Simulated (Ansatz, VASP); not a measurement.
**One calculation of Ti6Ge, two programs**

```
Ti Ge
1.0
    -3.45107    3.45107    2.76527
     3.45107   -3.45107    2.76527
     3.45107    3.45107   -2.76527
Ti Ge
6 1
Direct
  0.50000 0.50000 0.50000
  0.00000 0.00000 0.50000
  0.50000 0.00000 0.00000
  0.00000 0.50000 0.00000
  0.75000 0.25000 0.50000
  0.25000 0.75000 0.50000
  0.50000 0.50000 0.00000
```

Alike in both runs: functional PBE; k mesh 4 × 4 × 4; occupations gaussian, width 0.2 eV; no spin polarisation.

Ansatz relaxed the structure, and its values are those at the end. VASP's run is a single point on that final structure, the one shown.

```csv
,VASP,Ansatz
version,VASP 6.6.1,Ansatz 0.2.0
potentials or method,"VASP PAW PBE potentials, release 64 (Ti_sv, Ge_d), cutoff 520 eV","scalar-relativistic, plane waves, PAW"
valence electrons in the cell,86,86
```

VASP gave:

```
gap on the k mesh at the Fermi level (eV) : none
pressure (GPa)                            : -0.1
```

Q: What did Ansatz give for the same quantities?

A: gap on the k mesh at the Fermi level (eV): none; pressure (GPa): 0.0.

A gap of «none» marks a metal or a gap that the smearing closes.

The k mesh is coarse, so the values compare programs but aren't converged.
